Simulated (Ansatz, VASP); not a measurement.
Al, level by level in two programs

```xyz
1
Lattice="-1.5912 1.5912 1.5912 1.5912 -1.5912 1.5912 1.5912 1.5912 -1.5912" Properties=species:S:1:pos:R:3 pbc="T T T"
Al    0.0000    0.0000    0.0000
```

Single points on this cell with VASP 6.6.1 and Ansatz 0.2.0. Each row is one pair of runs. Alike in all rows: spin: off.

```tsv
level	k mesh	smearing	VASP's potentials, cutoff	Ansatz's potentials, cutoff	gap on the k mesh at the Fermi level (eV), VASP	gap on the k mesh at the Fermi level (eV), Ansatz	pressure (GPa), VASP	pressure (GPa), Ansatz
PBE	12 × 12 × 12	gaussian, width 0.027 eV	VASP PAW PBE potentials, release 64 (Al), 520 eV	Ansatz PAW, 420 eV	none	none	3.9	3.9
PBE	12 × 12 × 12	gaussian, width 0.028 eV	VASP PAW PBE potentials, release 64 (Al), 520 eV	Ansatz PAW, 420 eV	none	none	3.9	3.9
PBE	12 × 12 × 12	gaussian, width 0.011 eV	VASP PAW PBE potentials, release 64 (Al), 520 eV	Ansatz PAW, 420 eV	none	none	3.9	3.9
LDA	12 × 12 × 12	gaussian, width 0.02 eV	VASP PAW LDA potentials, release 64 (Al), 520 eV	Ansatz PAW, 420 eV	none	none	0.6	0.5
LDA	12 × 12 × 12	gaussian, width 0.05 eV	VASP PAW LDA potentials, release 64 (Al), 520 eV	Ansatz PAW, 420 eV	none	none	0.6	0.5
LDA	12 × 12 × 12	fermi-dirac, width 0.05 eV	VASP PAW LDA potentials, release 64 (Al), 520 eV	Ansatz PAW, 420 eV	none	none	0.6	0.5
r2SCAN0	6 × 6 × 6	fermi-dirac, width 0.05 eV	VASP PAW PBE potentials, release 64 (Al), 520 eV	Ansatz PAW, 500 eV	?	none	?	1.6
r2SCANh	6 × 6 × 6	fermi-dirac, width 0.05 eV	VASP PAW PBE potentials, release 64 (Al), 520 eV	Ansatz PAW, 500 eV	none	none	1.2	1.5
```

Problem. Fill in what VASP gave in row 7.

Solution. gap on the k mesh at the Fermi level (eV): none; pressure (GPa): 1.4.

A gap of «none» marks a metal or a gap that the smearing closes.

The k mesh is coarse in some rows, so the values compare programs but aren't converged.
